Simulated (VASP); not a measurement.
# W (Im-3m) in VASP: notebook, part 2 of 2

VASP 6.6.1. Earlier steps stand in the parts before.

## Step 4: Relaxation of cell and atoms, PBE

This run uses another cell than the first one, of 15.85 Å³/atom.

The input, INCAR:

```
PREC = Accurate
ENCUT = 500
EDIFF = 1E-7
ISMEAR = -1
SIGMA = 0.1
LREAL = False
LASPH = True
NELM = 120
ALGO = Normal
ISIF = 3
LWAVE = False
LCHARG = False
GGA = PE
IBRION = 2
NSW = 80
EDIFFG = -0.02
GGA_COMPAT = False
NELMIN = 4
```

The input, KPOINTS:

```
Automatic mesh
0
Gamma
  13 13 13
```

The input, POSCAR:

```
W
1.0
   -1.5823450000      1.5823450000      1.5823450000
    1.5823450000     -1.5823450000      1.5823450000
    1.5823450000      1.5823450000     -1.5823450000
W
1
Direct
    0.0000000000      0.0000000000      0.0000000000
```

Potentials or basis: VASP PAW PBE potentials, release 64 (W_sv).

Run with:

```
$ cat potpaw_PBE.64/W_sv/POTCAR > POTCAR
$ mpirun -np 1 vasp_std > vasp.out
```

OUTCAR:

```text
PREC = Accurate
   ENCUT = 500
   EDIFF = 1E-7
   ISMEAR = -1
   LREAL = False
   LASPH = True
   NELM = 120
   ISIF = 3
   GGA = PE
   IBRION = 2
   NSW = 80
   EDIFFG = -0.02
   NELMIN = 4

 ion  position               nearest neighbor table
   1  0.000  0.000  0.000-

  LATTYP: Found a body centered cubic cell.
 ALAT       =     3.1646900000

  Lattice vectors:

 A1 = (  -1.5823450000,   1.5823450000,   1.5823450000)
 A2 = (   1.5823450000,  -1.5823450000,   1.5823450000)
 A3 = (   1.5823450000,   1.5823450000,  -1.5823450000)

Analysis of symmetry for initial positions (statically):
=====================================================================
 Subroutine PRICEL returns:
 Original cell was already a primitive cell.

 Routine SETGRP: Setting up the symmetry group for a
 body centered cubic supercell.

 Subroutine GETGRP returns: Found 48 space group operations
 (whereof 48 operations were pure point group operations)
 out of a pool of 48 trial point group operations.

The static configuration has the point symmetry O_h .

Analysis of symmetry for dynamics (positions and initial velocities):
=====================================================================
 Subroutine PRICEL returns:
 Original cell was already a primitive cell.

 Routine SETGRP: Setting up the symmetry group for a
 body centered cubic supercell.

 Subroutine GETGRP returns: Found 48 space group operations
 (whereof 48 operations were pure point group operations)
 out of a pool of 48 trial point group operations.

The dynamic configuration has the point symmetry O_h .

 Subroutine INISYM returns: Found 48 space group operations
 (whereof 48 operations are pure point group operations),
 and found     1 'primitive' translations

----------------------------------------------------------------------------------------

                                     Primitive cell

  volume of cell :      15.8476

  direct lattice vectors                    reciprocal lattice vectors
    -1.582345000  1.582345000  1.582345000     0.000000000  0.315986716  0.315986716
     1.582345000 -1.582345000  1.582345000     0.315986716  0.000000000  0.315986716
     1.582345000  1.582345000 -1.582345000     0.315986716  0.315986716  0.000000000

  length of vectors
     2.740701935  2.740701935  2.740701935     0.446872699  0.446872699  0.446872699

  position of ions in fractional coordinates (direct lattice)
     0.000000000  0.000000000  0.000000000

  ion indices of the primitive-cell ions
   primitive index   ion index
                 1           1

----------------------------------------------------------------------------------------

 KPOINTS: Automatic mesh

Automatic generation of k-mesh.
 Grid dimensions read from file:
 generate k-points for:   13   13   13

 Generating k-lattice:
[... 23 lines left out ...]
  0.307692  0.000000  0.000000     12.000000
  0.384615  0.000000  0.000000     12.000000
[... 16 lines left out ...]
  0.153846  0.076923  0.076923     24.000000
  0.230769  0.076923  0.076923     24.000000
 [... further k-points ...]
   k-points           NKPTS =     84   k-points in BZ     NKDIM =     84   number of bands    NBANDS=     11
   number of dos      NEDOS =    301   number of ions     NIONS =      1
   total plane-waves  NPLWV =   8000
   dimension x,y,z NGX =    20 NGY =   20 NGZ =   20
   dimension x,y,z NGXF=    40 NGYF=   40 NGZF=   40
   ions per type =               1
   NGX,Y,Z   is equivalent  to a cutoff of  12.13, 12.13, 12.13 a.u.
   NGXF,Y,Z  is equivalent  to a cutoff of  24.26, 24.26, 24.26 a.u.
 SYSTEM =  unknown system
   PREC   = accura    normal or accurate (medium, high low for compatibility)
   ISTART =      0    job   : 0-new  1-cont  2-samecut
   ICHARG =      2    charge: 1-file 2-atom 10-const
   ISPIN  =      1    spin polarized calculation?
   LNONCOLLINEAR =      F non collinear calculations
   LSORBIT =      F    spin-orbit coupling
   LASPH  =      T    aspherical Exc in radial PAW
   ENCUT  =  500.0 eV  36.75 Ry    6.06 a.u.   5.00  5.00  5.00*2*pi/ulx,y,z
   NELM   =    120;   NELMIN=  4; NELMDL= -5     # of ELM steps
   EDIFF  = 0.1E-06   stopping-criterion for ELM
   LREAL  =      F    real-space projection
   EDIFFG = -.2E-01   stopping-criterion for IOM
   NSW    =     80    number of steps for IOM
   IBRION =      2    ionic relax: 0-MD 1-quasi-New 2-CG
   NFREE  =      1    steps in history (QN), initial steepest desc. (CG)
   ISIF   =      3    stress and relaxation
   ISYM   =      2    0-nonsym 1-usesym 2-fastsym
   POTIM  = 0.5000    time-step for ionic-motion
   TEBEG  =    0.0;   TEEND  =   0.0 temperature during run
   PSTRESS=    0.0 pullay stress
   NELECT =      14.0000    total number of electrons
   NUPDOWN=      -1.0000    fix difference up-down
   EMIN   =  10.00;   EMAX   =-10.00  energy-range for DOS
   EFERMI =   0.00;   METHOD = LEGACY
   ISMEAR =    -1;   SIGMA  =   0.10  broadening in eV -4-tet -1-fermi 0-gaus
   EFERMI_NEDOS =   21; number of points for ismear=-14 and -15
   IALGO  =     38    algorithm
   IMIX   =      4    mixing-type and parameters
     AMIX     =   0.40;   BMIX     =  1.00
     AMIX_MAG =   1.60;   BMIX_MAG =  1.00
  volume/ion in A,a.u.               =      15.85       106.94
  Fermi-wavevector in a.u.,A,eV,Ry     =   1.570832  2.968442 33.572544  2.467512
  Thomas-Fermi vector in A             =   2.672506
   LORBIT       =      0    0 simple, 1 ext, 2 COOP (PROOUT), +10 PAW based schemes
   GGA     = PE    functional components
   LHFCALC =     F    Hartree Fock is set to
   AEXX    =    0.0000 exact exchange contribution
   IVDW    =     0    specifies the selected vdW correction
   LEPSILON=     F    determine dielectric tensor
   LRPA    =     F    only Hartree local field effects (RPA)
 conjugate gradient relaxation of ions
 non-spin polarized calculation
  energy-cutoff  :      500.00
  volume of cell :       15.85
 maximum number of plane-waves:       415
   NGX =  9   NGY =  9   NGZ =  9

--------------------------------------- Ionic step        1  -------------------------------------------

 number of electron      14.0000004 magnetization

 Free energy of the ion-electron system (eV)
  ---------------------------------------------------
  ext. energy  EPLUGINS =         0.00000000
  ---------------------------------------------------
  free energy    TOTEN  =       -12.96648785 eV

  energy without entropy =      -12.95659951  energy(sigma->0) =      -12.96154368

------------------------ aborting loop because EDIFF is reached ----------------------------------------

  FORCE on cell =-STRESS in cart. coord.  units (eV):
  Direction    XX          YY          ZZ          XY          YZ          ZX
  --------------------------------------------------------------------------------------
  -------------------------------------------------------------------------------------
  Total        0.5954034      0.5954034      0.5954034     -0.0000000      0.0000000      0.0000000
  in kB       60.1947151     60.1947151     60.1947151     -0.0000000      0.0000000      0.0000000
  external PRESSURE =      60.1947151 kB  Pullay stress =       0.0000000 kB
[... 57 lines left out ...]
--------------------------------------- Ionic step        3  -------------------------------------------

 number of electron      14.0000000 magnetization

 Free energy of the ion-electron system (eV)
  ---------------------------------------------------
  ext. energy  EPLUGINS =         0.00000000
  ---------------------------------------------------
  free energy    TOTEN  =       -12.97204519 eV

  energy without entropy =      -12.96184680  energy(sigma->0) =      -12.96694599

 E-fermi :  11.1836     XC(G=0): -13.5323

 val. band max:       11.0552910617   @ k =  -0.3077   0.3077   0.2308
 cond. band min:      11.2305937971   @ k =  -0.4615   0.4615   0.2308
 fundamental gap:      0.1753027354
 Fermi energy:        11.1836419986

 k-point     1 :       0.0000    0.0000    0.0000
  band No.  band energies     occupation
      1     -63.0383      2.00000
      2     -26.6278      2.00000
      3     -26.6278      2.00000
      4     -26.6278      2.00000
      5       1.6372      2.00000
      6       9.9723      1.99999
      7       9.9723      1.99999
      8       9.9723      1.99999
      9      13.3856      0.00000
     10      13.3856      0.00000
     11      25.6413      0.00000
[... 309 lines left out ...]
 k-point    24 :       0.2308    0.0769    0.0769
  band No.  band energies     occupation
      1     -62.9494      2.00000
      2     -27.4940      2.00000
      3     -26.8949      2.00000
      4     -26.6939      2.00000
      5       5.1971      2.00000
      6       8.1728      2.00000
      7       8.8084      2.00000
      8      13.1538      0.00000
      9      13.7804      0.00000
     10      15.0594      0.00000
     11      25.5867      0.00000

 [... further k-points ...]
[... 5 lines left out ...]
  --------------------------------------------------------------------------------------
  -------------------------------------------------------------------------------------
  Total       -0.0162976     -0.0162976     -0.0162976      0.0000000     -0.0000000      0.0000000
  in kB       -1.6159994     -1.6159994     -1.6159994      0.0000000     -0.0000000      0.0000000
  external PRESSURE =      -1.6159994 kB  Pullay stress =       0.0000000 kB
[... 16 lines left out ...]
  FREE ENERGIE OF THE ION-ELECTRON SYSTEM (eV)
  ---------------------------------------------------
  free  energy   TOTEN  =       -12.9720451853 eV

  energy  without entropy=      -12.9618468039  energy(sigma->0) =      -12.96694599

 reached required accuracy - stopping structural energy minimisation
```

OSZICAR:

```text
N       E                     dE             d eps       ncg     rms          rms(c)
DAV:   1     0.728818525649E+02    0.72882E+02   -0.78772E+03  1856   0.143E+03
DAV:   2    -0.121189701809E+02   -0.85001E+02   -0.82184E+02  2001   0.323E+02
[... 27 lines left out ...]
DAV:   4    -0.129721726643E+02   -0.80546E-03   -0.53831E-03  1904   0.992E-01    0.911E-02
DAV:   5    -0.129720506274E+02    0.12204E-03   -0.82848E-04  1989   0.377E-01    0.121E-02
DAV:   6    -0.129720445681E+02    0.60593E-05   -0.12041E-05  1890   0.520E-02    0.984E-03
DAV:   7    -0.129720449956E+02   -0.42754E-06   -0.21829E-07  1733   0.648E-03    0.301E-04
DAV:   8    -0.129720451641E+02   -0.16848E-06   -0.10024E-08   974   0.138E-03    0.250E-04
DAV:   9    -0.129720451853E+02   -0.21147E-07   -0.16147E-09   927   0.522E-04
   3 F= -.12972045E+02 E0= -.12966946E+02  d E =-.555734E-02
```

Run time: 13 s. Hardware: 1 thread of Intel Xeon 6975P-C (Granite Rapids), shared host; peak memory 0.14 GiB.

What came out:

| Item | Value |
| --- | --- |
| Free energy | -12.9720 eV |
| Relaxed volume | 16.16 Å³/atom |
| Relaxed cell | a = 2.758 Å, b = 2.758 Å, c = 2.758 Å, α = 109.47°, β = 109.47°, γ = 109.47° |
| Space group after relaxing (to 0.1 Å) | Im-3m (No. 229) |
| Energy gained by relaxing | 5.6 meV/atom |
| Ionic steps | 3 |
| Pressure after relaxing | -0.2 GPa |
| Band gap on the k mesh | zero (bands 7 and 8 overlap by 5.59 eV) |

Step by step:
| step | energy change (eV) | largest force (eV/Å) | pressure (GPa) | volume (Å³) |
| --- | --- | --- | --- | --- |
| 1 | 0.0000 | 0.0000 | 6.02 | 15.85 |
| 2 | 0.0585 | 0.0000 | -17.53 | 17.25 |
| 3 | -0.0056 | 0.0000 | -0.16 | 16.16 |

Final structure:
```xyz
1
Lattice="-1.5926 1.5926 1.5926 1.5926 -1.5926 1.5926 1.5926 1.5926 -1.5926" Properties=species:S:1:pos:R:3 pbc="T T T"
W     0.0000    0.0000    0.0000
```

Caveat: spin-orbit coupling is left out, which moves the levels of the heavy elements.

## Step 5: Relaxation of cell and atoms, PBE

This run uses another cell than the first one, of 15.85 Å³/atom.

The input, INCAR:

```
SYSTEM = W
PREC = Accurate
ENCUT = 500
EDIFF = 1E-7
ISMEAR = -1
SIGMA = 0.1
LREAL = .False.
LASPH = .True.
NELM = 120
ALGO = Normal
ISIF = 3
LWAVE = .False.
LCHARG = .False.
GGA = PE
IBRION = 2
NSW = 80
EDIFFG = -0.02
GGA_COMPAT = .False.
NELMIN = 4
```

The input, KPOINTS:

```
regular mesh
0
Gamma
  13 13 13
  0 0 0
```

POSCAR is that of step 4.

Run with:

```
$ cat potpaw_PBE.64/W_sv/POTCAR > POTCAR
$ mpirun -np 1 vasp_std > vasp.out
```

Run time: 12 s. Hardware: 1 thread of Intel Xeon 6975P-C (Granite Rapids), shared host; peak memory 0.13 GiB.

The run converged. Its results:

| Property | Result |
| --- | --- |
| Free energy | -12.9720 eV |
| Relaxed volume | 16.16 Å³/atom |
| Relaxed cell | a = 2.758 Å, b = 2.758 Å, c = 2.758 Å, α = 109.47°, β = 109.47°, γ = 109.47° |
| Space group after relaxing (to 0.1 Å) | Im-3m (No. 229) |
| Energy gained by relaxing | 5.6 meV/atom |
| Ionic steps | 3 |
| Pressure after relaxing | -0.2 GPa |
| Band gap on the k mesh | zero (bands 7 and 8 overlap by 5.59 eV) |

The path:
```csv
step,energy change (eV),largest force (eV/Å),pressure (GPa),volume (Å³)
1,0.0000,0.0000,6.02,15.85
2,0.0585,0.0000,-17.53,17.25
3,-0.0056,0.0000,-0.16,16.16
```

Final structure:
```
W
1.0
    -1.59262    1.59262    1.59262
     1.59262   -1.59262    1.59262
     1.59262    1.59262   -1.59262
W
1
Direct
  0.00000 0.00000 0.00000
```

Levels at points of the mesh, in eV from the Fermi level:
```csv
k point,band 5,band 6,band 7,band 8,band 9,band 10
"(0.00, 0.00, 0.00)",-9.55,-1.21,-1.21,-1.21,2.20,2.20
```

Caveat: spin-orbit coupling is left out, which moves the levels of the heavy elements.
